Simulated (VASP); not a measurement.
Here is a VASP 6.6.1 calculation.

INCAR

```
ALGO = Normal
EDIFF = 1E-7
EDIFFG = -0.002
ENCUT = 500
GGA = PE
GGA_COMPAT = F
IBRION = 2
ISIF = 3
ISMEAR = 0
IVDW = 12
LASPH = T
LCHARG = F
LREAL = F
LWAVE = F
NELM = 120
NELMIN = 4
NSW = 100
PREC = Accurate
SIGMA = 0.02
```

Contents of KPOINTS:

```
k-points
0
Gamma
  12 12 12
```

The input POSCAR:

```
Si
1.0
    0.0000000000      2.7105460470      2.7105460470
    2.7105460470      0.0000000000      2.7105460470
    2.7105460470      2.7105460470      0.0000000000
Si
2
Direct
    0.0000000000      0.0000000000      0.0000000000
    0.2500000000      0.2500000000      0.2500000000
```

Potentials or basis: VASP PAW PBE potentials, release 64 (Si).

Launch:

```sh
$ cat potpaw_PBE.64/Si/POTCAR > POTCAR
$ mpirun -np 1 vasp_std > vasp.out
```

(1) What does it give for the band gap on the k mesh?

(2) What does it give for the space group after relaxing (to 0.1 Å)?

(3) What does it give for the dispersion energy per atom?

Answers

(1) 0.56 eV (least direct gap 2.57 eV).

(2) Fd-3m (No. 227).

(3) -0.316 eV.
